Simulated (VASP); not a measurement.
# Al3Cl (P-3m1) in VASP: relaxation of shape and atoms at fixed volume with PBE

Aim: the relaxation of shape and atoms at fixed volume of Al3Cl with PBE.

Program: VASP 6.6.1. These are calculated values, not measurements. Logs are shortened: lines on timing, memory, paths and dates and some standing lists are left out, and cuts for length are marked.

**1. The cell of the first run**

It takes space group P-3m1 (No. 164, trigonal). The conventional cell has a = 3.216 Å, b = 3.216 Å, c = 18.741 Å, α = 90.00°, β = 90.00°, γ = 120.00°. Al (site symmetry 3m) has 3 Cl at 2.52 Å and 9 Al at 2.76 to 3.22 Å within 3.3 Å. Within 3.6 Å of Al (site symmetry 3m) lie 12 Al at 2.76 to 3.22 Å. Al (site symmetry 3m) has 12 Al at 2.84 to 3.22 Å within 3.7 Å. Within 3.3 Å of Cl (site symmetry 3m) lie 3 Al at 2.52 Å and 6 Cl at 3.22 Å.

**2. Relaxation of shape and atoms at fixed volume, PBE (20.99 Å³/atom)**

Input file INCAR:

```
PREC = Accurate
ENCUT = 520
EDIFF = 1E-7
ISMEAR = 0
SIGMA = 0.1
LREAL = False
LASPH = True
NELM = 300
ALGO = All
ISIF = 4
LWAVE = False
LCHARG = False
GGA = PE
IBRION = 2
NSW = 50
EDIFFG = -0.01
GGA_COMPAT = False
NELMIN = 4
ISEARCH = 1
KPAR = 4
```

Input file KPOINTS:

```
regular mesh
0
Gamma
  12 12 2
```

Input file POSCAR:

```
Al3Cl
1.0
    3.2163478255      0.0000000000      0.0000000000
   -1.6081739128      2.7854389243      0.0000000000
    0.0000000000      0.0000000000     18.7408838846
Al Cl
6 2
Direct
    0.3333333333      0.6666666667      0.7193306219
    0.0000000000      0.0000000000      0.8280527409
    0.6666666667      0.3333333333      0.9426224163
    0.6666666667      0.3333333333      0.2806693781
    0.0000000000      0.0000000000      0.1719472591
    0.3333333333      0.6666666667      0.0573775837
    0.6666666667      0.3333333333      0.6285750667
    0.3333333333      0.6666666667      0.3714249333
```

Potentials or basis: VASP PAW PBE potentials, release 64 (Al, Cl).

The run is started by

```
cat potpaw_PBE.64/Al/POTCAR potpaw_PBE.64/Cl/POTCAR > POTCAR
mpirun -np 4 vasp_std > vasp.out
```

OUTCAR:

```text
PREC = Accurate
   ENCUT = 520
   EDIFF = 1E-7
   ISMEAR = 0
   LREAL = False
   LASPH = True
   NELM = 300
   ISIF = 4
   GGA = PE
   IBRION = 2
   NSW = 50
   EDIFFG = -0.01
   NELMIN = 4

 ion  position               nearest neighbor table
   1  0.333  0.667  0.719-   7 2.52   7 2.52   7 2.52   2 2.76   2 2.76   2 2.76
   2  0.000  0.000  0.828-   1 2.76   1 2.76   1 2.76   3 2.84   3 2.84   3 2.84
   3  0.667  0.333  0.943-   2 2.84   2 2.84   2 2.84   6 2.84   6 2.84   6 2.84
   4  0.667  0.333  0.281-   8 2.52   8 2.52   8 2.52   5 2.76   5 2.76   5 2.76
   5  0.000  0.000  0.172-   4 2.76   4 2.76   4 2.76   6 2.84   6 2.84   6 2.84
   6  0.333  0.667  0.057-   5 2.84   5 2.84   5 2.84   3 2.84   3 2.84   3 2.84
   7  0.667  0.333  0.629-   1 2.52   1 2.52   1 2.52
   8  0.333  0.667  0.371-   4 2.52   4 2.52   4 2.52

  LATTYP: Found a hexagonal cell.
 ALAT       =     3.2163478255
 C/A-ratio  =     5.8267590762

  Lattice vectors:

 A1 = (   3.2163478255,   0.0000000000,   0.0000000000)
 A2 = (  -1.6081739128,   2.7854389243,   0.0000000000)
 A3 = (   0.0000000000,   0.0000000000,  18.7408838846)

Analysis of symmetry for initial positions (statically):
=====================================================================
 Subroutine PRICEL returns:
 Original cell was already a primitive cell.

 Routine SETGRP: Setting up the symmetry group for a
 hexagonal supercell.

 Subroutine GETGRP returns: Found 12 space group operations
 (whereof 12 operations were pure point group operations)
 out of a pool of 24 trial point group operations.

The static configuration has the point symmetry D_3d.

Analysis of symmetry for dynamics (positions and initial velocities):
=====================================================================
 Subroutine PRICEL returns:
 Original cell was already a primitive cell.

 Routine SETGRP: Setting up the symmetry group for a
 hexagonal supercell.

 Subroutine GETGRP returns: Found 12 space group operations
 (whereof 12 operations were pure point group operations)
 out of a pool of 24 trial point group operations.

The dynamic configuration has the point symmetry D_3d.

 Subroutine INISYM returns: Found 12 space group operations
 (whereof 12 operations are pure point group operations),
 and found     1 'primitive' translations

----------------------------------------------------------------------------------------

                                     Primitive cell

  volume of cell :     167.8985

  direct lattice vectors                    reciprocal lattice vectors
     3.216347826  0.000000000  0.000000000     0.310911647  0.179504923  0.000000000
    -1.608173913  2.785438924  0.000000000     0.000000000  0.359009846  0.000000000
     0.000000000  0.000000000 18.740883885     0.000000000  0.000000000  0.053359276

  length of vectors
     3.216347826  3.216347826 18.740883885     0.359009846  0.359009846  0.053359276

  position of ions in fractional coordinates (direct lattice)
     0.333333333  0.666666667  0.719330622
     0.000000000  0.000000000  0.828052741
     0.666666667  0.333333333  0.942622416
     0.666666667  0.333333333  0.280669378
     0.000000000  0.000000000  0.171947259
     0.333333333  0.666666667  0.057377584
     0.666666667  0.333333333  0.628575067
     0.333333333  0.666666667  0.371424933

  ion indices of the primitive-cell ions
   primitive index   ion index
                 1           1
                 2           2
                 3           3
                 4           4
                 5           5
                 6           6
                 7           7
                 8           8

----------------------------------------------------------------------------------------

 KPOINTS: regular mesh

Automatic generation of k-mesh.
 Grid dimensions read from file:
 generate k-points for:   12   12    2

 Generating k-lattice:

  Cartesian coordinates                     Fractional coordinates (reciprocal lattice)
     0.025909304  0.014958744  0.000000000     0.083333333 -0.000000000  0.000000000
     0.000000000  0.029917487  0.000000000     0.000000000  0.083333333  0.000000000
     0.000000000  0.000000000  0.026679638     0.000000000  0.000000000  0.500000000

  Length of vectors
     0.029917487  0.029917487  0.026679638

  Shift w.r.t. Gamma in fractional coordinates (k-lattice)
     0.000000000  0.000000000  0.000000000

 Subroutine IBZKPT returns following result:
 ===========================================

 Found     38 irreducible k-points:

 Following reciprocal coordinates:
            Coordinates               Weight
  0.000000  0.000000  0.000000      1.000000
  0.083333  0.000000  0.000000      6.000000
  0.166667 -0.000000  0.000000      6.000000
  0.250000 -0.000000  0.000000      6.000000
  0.333333  0.000000  0.000000      6.000000
  0.416667  0.000000  0.000000      6.000000
[... 16 lines left out ...]
  0.250000 -0.000000  0.500000      6.000000
  0.333333  0.000000  0.500000      6.000000
 [... further k-points ...]
   k-points           NKPTS =     38   k-points in BZ     NKDIM =     38   number of bands    NBANDS=     21
   number of dos      NEDOS =    301   number of ions     NIONS =      8
   total plane-waves  NPLWV =  80640
   dimension x,y,z NGX =    24 NGY =   24 NGZ =  140
   dimension x,y,z NGXF=    48 NGYF=   48 NGZF=  280
   ions per type =               6   2
   NGX,Y,Z   is equivalent  to a cutoff of  12.41, 12.41, 12.42 a.u.
   NGXF,Y,Z  is equivalent  to a cutoff of  24.81, 24.81, 24.84 a.u.
 SYSTEM =  unknown system
   PREC   = accura    normal or accurate (medium, high low for compatibility)
   ISTART =      0    job   : 0-new  1-cont  2-samecut
   ICHARG =      2    charge: 1-file 2-atom 10-const
   ISPIN  =      1    spin polarized calculation?
   LNONCOLLINEAR =      F non collinear calculations
   LSORBIT =      F    spin-orbit coupling
   LASPH  =      T    aspherical Exc in radial PAW
   ENCUT  =  520.0 eV  38.22 Ry    6.18 a.u.   5.98  5.98 34.85*2*pi/ulx,y,z
   NELM   =    300;   NELMIN=  4; NELMDL= -5     # of ELM steps
   EDIFF  = 0.1E-06   stopping-criterion for ELM
   LREAL  =      F    real-space projection
   EDIFFG = -.1E-01   stopping-criterion for IOM
   NSW    =     50    number of steps for IOM
   IBRION =      2    ionic relax: 0-MD 1-quasi-New 2-CG
   NFREE  =      1    steps in history (QN), initial steepest desc. (CG)
   ISIF   =      4    stress and relaxation
   ISYM   =      2    0-nonsym 1-usesym 2-fastsym
   POTIM  = 0.5000    time-step for ionic-motion
   TEBEG  =    0.0;   TEEND  =   0.0 temperature during run
   PSTRESS=    0.0 pullay stress
   NELECT =      32.0000    total number of electrons
   NUPDOWN=      -1.0000    fix difference up-down
   EMIN   =  10.00;   EMAX   =-10.00  energy-range for DOS
   EFERMI =   0.00;   METHOD = LEGACY
   ISMEAR =     0;   SIGMA  =   0.10  broadening in eV -4-tet -1-fermi 0-gaus
   EFERMI_NEDOS =   21; number of points for ismear=-14 and -15
   IALGO  =     58    algorithm
   IMIX   =      4    mixing-type and parameters
     AMIX     =   0.40;   BMIX     =  1.00
     AMIX_MAG =   1.60;   BMIX_MAG =  1.00
  volume/ion in A,a.u.               =      20.99       141.63
  Fermi-wavevector in a.u.,A,eV,Ry     =   0.942127  1.780361 12.076565  0.887602
  Thomas-Fermi vector in A             =   2.069705
   LORBIT       =      0    0 simple, 1 ext, 2 COOP (PROOUT), +10 PAW based schemes
   GGA     = PE    functional components
   LHFCALC =     F    Hartree Fock is set to
   AEXX    =    0.0000 exact exchange contribution
   IVDW    =     0    specifies the selected vdW correction
   LEPSILON=     F    determine dielectric tensor
   LRPA    =     F    only Hartree local field effects (RPA)
 conjugate gradient relaxation of ions
 non-spin polarized calculation
 Gauss-broadening in eV      SIGMA  =   0.10
  energy-cutoff  :      520.00
  volume of cell :      167.90
 maximum number of plane-waves:      4578
 NGX is ok and might be reduce to    24
   NGX = 11   NGY = 11   NGZ = 69

--------------------------------------- Ionic step        1  -------------------------------------------

 number of electron      31.9999994 magnetization

 Free energy of the ion-electron system (eV)
  ---------------------------------------------------
  ext. energy  EPLUGINS =         0.00000000
  ---------------------------------------------------
  free energy    TOTEN  =       -28.07303437 eV

  energy without entropy =      -28.05832993  energy(sigma->0) =      -28.06568215

------------------------ aborting loop because EDIFF is reached ----------------------------------------

  FORCE on cell =-STRESS in cart. coord.  units (eV):
  Direction    XX          YY          ZZ          XY          YZ          ZX
  --------------------------------------------------------------------------------------
  -------------------------------------------------------------------------------------
  Total       -1.3820307     -1.3820307     -2.1829143      0.0000000      0.0000000      0.0000000
  in kB      -13.1880794    -13.1880794    -20.8305410      0.0000000      0.0000000      0.0000000
  external PRESSURE =     -15.7355666 kB  Pullay stress =       0.0000000 kB
[... 107 lines left out ...]
  FREE ENERGIE OF THE ION-ELECTRON SYSTEM (eV)
  ---------------------------------------------------
  free  energy   TOTEN  =       -28.0777792178 eV

  energy  without entropy=      -28.0631552760  energy(sigma->0) =      -28.07046725

[... ionic steps 4 to 36 ...]

--------------------------------------- Ionic step       37  -------------------------------------------

 number of electron      32.0000005 magnetization

------------------------ aborting loop because EDIFF is reached ----------------------------------------
[... 79 lines left out ...]
--------------------------------------- Ionic step       39  -------------------------------------------

 number of electron      32.0000005 magnetization

 Free energy of the ion-electron system (eV)
  ---------------------------------------------------
  ext. energy  EPLUGINS =         0.00000000
  ---------------------------------------------------
  free energy    TOTEN  =       -28.10184194 eV

  energy without entropy =      -28.08685752  energy(sigma->0) =      -28.09434973

 E-fermi :   5.6042     XC(G=0):  -8.9365

 val. band max:        5.5016566631   @ k =   0.3333   0.2500   0.5000
 cond. band min:       5.6159933429   @ k =   0.0833   0.0833   0.5000
 fundamental gap:      0.1143366798
 Fermi energy:         5.6041841988

 k-point     1 :       0.0000    0.0000    0.0000
  band No.  band energies     occupation
      1     -12.5324      2.00000
      2     -12.5280      2.00000
      3      -4.5536      2.00000
      4      -4.1344      2.00000
      5      -3.2594      2.00000
      6      -2.1138      2.00000
[... 565 lines left out ...]
     20       8.2036      0.00000
     21       8.3599      0.00000

 [... further k-points ...]

------------------------ aborting loop because EDIFF is reached ----------------------------------------

  FORCE on cell =-STRESS in cart. coord.  units (eV):
  Direction    XX          YY          ZZ          XY          YZ          ZX
  --------------------------------------------------------------------------------------
  -------------------------------------------------------------------------------------
  Total       -0.0829286     -0.0829286     -0.0652346      0.0000000      0.0000000     -0.0000000
  in kB       -0.7913489     -0.7913489     -0.6225040      0.0000000      0.0000000     -0.0000000
  external PRESSURE =      -0.7350672 kB  Pullay stress =       0.0000000 kB
[... 23 lines left out ...]
  FREE ENERGIE OF THE ION-ELECTRON SYSTEM (eV)
  ---------------------------------------------------
  free  energy   TOTEN  =       -28.1018419372 eV

  energy  without entropy=      -28.0868574513  energy(sigma->0) =      -28.09434969

 reached required accuracy - stopping structural energy minimisation
```

It took 12 min on 4 MPI ranks of Intel Xeon 6975P-C (Granite Rapids), shared host; peak memory 0.43 GiB.

What came out:

```yaml
Free_energy: -28.1018 eV
Energy_gained_by_relaxing: 3.6 meV/atom
Ionic_steps: 39
Pressure_after_relaxing: -0.1 GPa
Largest_force_after_relaxing: 0.005 eV/Å
Band_gap_on_the_k_mesh: zero (bands 16 and 17 overlap by 5.49 eV)
```

Forces in eV/Å, atoms in the order of the input:
```
Al   0.000  0.000 -0.005
Al   0.000  0.000 -0.002
Al   0.000  0.000  0.002
Al   0.000  0.000  0.005
Al   0.000  0.000  0.002
Al   0.000  0.000 -0.002
Cl   0.000  0.000  0.002
Cl   0.000  0.000 -0.002
```

Step by step:
```csv
step,energy change (eV),largest force (eV/Å),pressure (GPa),volume (Å³)
1,0.0000,0.1884,-1.57,167.90
2,-0.0042,0.0719,-1.37,167.90
3,-0.0047,0.1260,-1.26,167.90
4,-0.0061,0.0747,-1.21,167.90
5,-0.0068,0.0651,-1.14,167.90
6,-0.0076,0.0579,-1.11,167.90
7,-0.0098,0.0355,-1.01,167.90
8,-0.0128,0.0816,-0.80,167.90
9,-0.0140,0.1887,-0.38,167.90
10,-0.0143,0.1564,-0.51,167.90
11,-0.0148,0.1510,-0.49,167.90
12,-0.0162,0.1348,-0.42,167.90
13,-0.0186,0.1012,-0.28,167.90
14,-0.0212,0.0525,0.03,167.90
15,-0.0213,0.0571,0.09,167.90
16,-0.0220,0.0199,0.22,167.90
17,-0.0220,0.0168,0.27,167.90
18,-0.0220,0.0164,0.26,167.90
19,-0.0222,0.0089,0.26,167.90
20,-0.0226,0.0198,0.26,167.90
21,-0.0228,0.0728,0.26,167.90
22,-0.0229,0.0708,0.26,167.90
23,-0.0232,0.0685,0.25,167.90
24,-0.0239,0.0609,0.23,167.90
25,-0.0251,0.0654,0.18,167.90
26,-0.0252,0.1548,0.09,167.90
27,-0.0257,0.1041,0.14,167.90
28,-0.0262,0.1009,0.13,167.90
29,-0.0272,0.0921,0.10,167.90
30,-0.0264,0.0796,0.06,167.90
31,-0.0273,0.0879,0.09,167.90
32,-0.0279,0.0644,0.06,167.90
33,-0.0286,0.0246,-0.01,167.90
34,-0.0287,0.0300,-0.04,167.90
35,-0.0288,0.0166,-0.06,167.90
36,-0.0287,0.0270,-0.10,167.90
37,-0.0288,0.0120,-0.07,167.90
38,-0.0288,0.0118,-0.07,167.90
39,-0.0288,0.0053,-0.07,167.90
```

Final structure:
```cif
data_structure
_symmetry_space_group_name_H-M 'P 1'
_symmetry_Int_Tables_number 1
_cell_length_a 3.2825
_cell_length_b 3.2825
_cell_length_c 17.9930
_cell_angle_alpha 90.000
_cell_angle_beta 90.000
_cell_angle_gamma 120.000
_cell_volume 167.90
loop_
_atom_site_label
_atom_site_type_symbol
_atom_site_fract_x
_atom_site_fract_y
_atom_site_fract_z
_atom_site_occupancy
Al1 Al 0.33333 0.66667 0.72455 1
Al2 Al 0.00000 0.00000 0.83232 1
Al3 Al 0.66667 0.33333 0.94402 1
Al4 Al 0.66667 0.33333 0.27545 1
Al5 Al 0.00000 0.00000 0.16768 1
Al6 Al 0.33333 0.66667 0.05598 1
Cl1 Cl 0.66667 0.33333 0.63274 1
Cl2 Cl 0.33333 0.66667 0.36726 1
```

Levels at points of the mesh, in eV from the Fermi level:
| k point | band 12 | band 13 | band 14 | band 15 | band 16 | band 17 | band 18 | band 19 | band 20 | band 21 |
| --- | --- | --- | --- | --- | --- | --- | --- | --- | --- | --- |
| (0.00, 0.00, 0.00) | -3.85 | -3.45 | -0.25 | 1.13 | 3.08 | 4.16 | 4.35 | 5.67 | 5.69 | 5.95 |
| (0.50, 0.00, 0.00) | -4.62 | -3.59 | -3.49 | -2.20 | -1.46 | -0.11 | 0.09 | 2.10 | 2.29 | 2.32 |
| (0.00, 0.00, 0.50) | -3.85 | -3.39 | -0.39 | 1.41 | 2.79 | 4.29 | 4.30 | 5.67 | 5.69 | 6.09 |
| (0.50, 0.00, 0.50) | -4.61 | -3.59 | -3.49 | -2.19 | -1.46 | -0.11 | 0.07 | 2.17 | 2.26 | 2.32 |

Caveat: this functional lacks dispersion, which binds layers or chains, so the pressure and a relaxed spacing across them are unreliable.

The gap in the log of VASP goes by the Fermi energy; the results here count the filled bands.